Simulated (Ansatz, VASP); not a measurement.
**Two plane-wave programs on Zr4AgSe3**

```
CELL_PARAMETERS angstrom
3.48519 -0.00034 -0.00736
-1.74275 3.01824 -0.00518
-0.03362 -0.04768 15.65493
ATOMIC_POSITIONS crystal
Zr 0.32019 0.65512 0.14179
Zr 0.33746 0.67048 0.62003
Zr 0.32898 0.66291 0.37997
Zr 0.34613 0.67830 0.85821
Ag 0.00093 0.99976 0.99999
Se 0.99989 0.00001 0.50000
Se 0.65842 0.32612 0.25949
Se 0.67466 0.34064 0.74051
```

Change from the starting cell: cell x1, atoms moved at random (sigma 0.1 Å) and cell strained at random (1.5 %), then relaxed without symmetry.

Alike in both runs: functional PBE; k mesh 6 × 6 × 2; occupations gaussian, width 0.2 eV; no spin polarisation.

Ansatz relaxed the structure, and its values are those at the end. VASP's run is a single point on that final structure, the one shown.

|  | VASP | Ansatz |
| --- | --- | --- |
| version | VASP 6.6.1 | Ansatz 0.2.0 |
| potentials or method | VASP PAW PBE potentials, release 64 (Zr_sv, Ag, Se), cutoff 500 eV | scalar-relativistic, plane waves, PAW |
| valence electrons in the cell | 77 | 115 |

```tsv
	VASP	Ansatz	Ansatz less VASP
gap on the k mesh at the Fermi level (eV)	none	none	-
pressure (GPa)	0.1	0.0	-0.12
rms of the force components (eV/Å)	0.005	0.004	-0.0017
```

A gap of «none» marks a metal or a gap that the smearing closes. With one functional, cell and mesh, what is left measures potentials, basis and numerics. VASP's potentials hold 77 valence electrons a cell and Ansatz's 115, so a difference there can come from the potentials and not from the codes.
